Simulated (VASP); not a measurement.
MgO: single point with PBEsol

Crystal: MgO.

```xyz
4
Lattice="3.3518 0.0000 0.0000 -1.6759 2.9027 0.0000 0.0000 0.0000 4.0418" Properties=species:S:1:pos:R:3 pbc="T T T"
Mg    1.6759    0.9676    3.0314
Mg    0.0000    1.9351    1.0105
O     1.6759    0.9676    1.0105
O     0.0000    1.9351    3.0314
```

```yaml
Program: VASP 6.6.1
Task: single point
Functional: PBEsol
Potentials_or_basis: VASP PAW PBE potentials, release 64 (Mg, O)
Cutoff: 520 eV
k_mesh: 6 × 6 × 4
Occupations: fermi-dirac, width 0.01 eV
Spin: no spin polarisation
```

- Pressure: 19.9 GPa
- Band gap on the k mesh: 3.88 eV

Stress tensor (GPa, compression positive):
```
19.94  0.00  0.00
 0.00 19.94  0.00
 0.00  0.00 19.77
```

Levels at points of the mesh, in eV from the valence-band top:
```
           k point  band 6  band 7  band 8  band 9  band 10  band 11
(0.00, 0.00, 0.00)   -0.99   -0.99    0.00    3.88    10.29    12.95
(0.50, 0.00, 0.00)   -2.20   -1.51   -0.62    7.17     9.94    10.17
(0.00, 0.00, 0.50)   -1.51   -1.51   -1.51    6.95     6.95    13.57
(0.50, 0.00, 0.50)   -1.77   -1.01   -1.01    7.56     7.56    13.17
```

Wall time 22 s on 1 thread of Intel Xeon 8259CL (shared host), peak memory 0.16 GiB.

Caveat: the cell stands under pressure; the PAW data sets were made with another functional, which shifts forces and pressure a little.
